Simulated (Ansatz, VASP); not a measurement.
## Cu in VASP and in Ansatz

```
CELL_PARAMETERS angstrom
0.00000 1.81486 1.81486
1.81486 0.00000 1.81486
1.81486 1.81486 0.00000
ATOMIC_POSITIONS crystal
Cu 0.00300 0.00300 0.00300
```

Alike in both runs: functional PBE; k mesh 26 × 26 × 26; occupations gaussian, width 0.1 eV; no spin polarisation.

Ansatz relaxed the structure, and its values are those at the end. VASP's run is a single point on that final structure, the one shown.

|  | VASP | Ansatz |
| --- | --- | --- |
| version | VASP 6.6.1 | Ansatz 0.2.0 |
| potentials or method | VASP PAW PBE potentials, release 64 (Cu) | scalar-relativistic, plane waves, PAW |
| plane-wave cutoff (eV) | 520 | 420 |
| valence electrons in the cell | 11 | 19 |

|  | VASP | Ansatz | Ansatz less VASP |
| --- | --- | --- | --- |
| pressure (GPa) | 0.6 | 0.0 | -0.57 |

VASP's potentials hold 11 valence electrons a cell and Ansatz's 19, so a difference there can come from the potentials and not from the codes.
